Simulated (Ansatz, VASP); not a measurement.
## AlN: VASP beside Ansatz

File POSCAR:

```
AlN
1.0
    3.1067016190      0.0000000000      0.0000000000
   -1.5533508095      2.6904825240      0.0000000000
    0.0000000000      0.0000000000      4.9783374663
Al N
2 2
Direct
    0.3333333333      0.6666666667      0.0001702140
    0.6666666667      0.3333333333      0.5001702140
    0.3333333333      0.6666666667      0.3818297860
    0.6666666667      0.3333333333      0.8818297860
```

The input INCAR.step1:

```
SYSTEM = AlN
PREC = Accurate
ENCUT = 520
ISMEAR = 0
SIGMA = 0.01
LREAL = .FALSE.
LASPH = .TRUE.
NELM = 100
GGA = PE
ALGO = Normal
EDIFF = 1E-4
LWAVE = .TRUE.
LCHARG = .FALSE.
```

Contents of INCAR.step2:

```
SYSTEM = AlN
PREC = Accurate
ENCUT = 520
EDIFF = 1E-7
ISMEAR = 0
SIGMA = 0.01
LREAL = .FALSE.
LASPH = .TRUE.
NELM = 100
ALGO = Normal
ISIF = 2
LWAVE = .FALSE.
LCHARG = .FALSE.
METAGGA = R2SCAN
LMIXTAU = .TRUE.
IBRION = 2
NSW = 80
EDIFFG = -0.004
ISTART = 1
```

The input KPOINTS:

```
regular mesh
0
G
  8 8 5
  0 0 0
```

Input for Ansatz:

```yaml
crystal:
  lattice:
    - [3.106701619, 0.0, 0.0]
    - [-1.5533508095, 2.690482524, 0.0]
    - [0.0, 0.0, 4.9783374663]
  atoms:
    - { symbol: Al, position: [0.3333333333, 0.6666666667, 0.000170214] }
    - { symbol: Al, position: [0.6666666667, 0.3333333333, 0.500170214] }
    - { symbol: "N", position: [0.3333333333, 0.6666666667, 0.381829786] }
    - { symbol: "N", position: [0.6666666667, 0.3333333333, 0.881829786] }
scf:
  occupations: { method: fixed }
output:
  forces: true
  stress: true
  eigenvalues: true
  polarization: { axes: [b3], string_points: 12 }
hamiltonian:
  xc: r2scan
kpoints:
  mp_grid: { grid: [8, 8, 5] }
relax:
  f_tol: 0.004
```

Alike in both runs: task relaxation of the atoms; functional r2SCAN; k mesh 8 × 8 × 5; no spin polarisation.

|  | VASP | Ansatz |
| --- | --- | --- |
| version | VASP 6.6.1 | Ansatz 0.2.0 |
| potentials or method | VASP PAW PBE potentials, release 64 (Al, N) | scalar-relativistic, plane waves, PAW |
| plane-wave cutoff (eV) | 520 | 500 |
| occupations | gaussian, width 0.01 eV | fixed |
| valence electrons in the cell | 16 | 16 |

```tsv
	VASP	Ansatz	Ansatz less VASP
gap on the k mesh at the Fermi level, each at its own relaxed structure (eV)	4.92	4.88	-0.041
```

VASP's potentials were made for PBE, not for r2SCAN. Ansatz's warnings: stress scf threshold loose.

Noted on VASP's run: the relaxation stopped at its first step, so nothing moved.
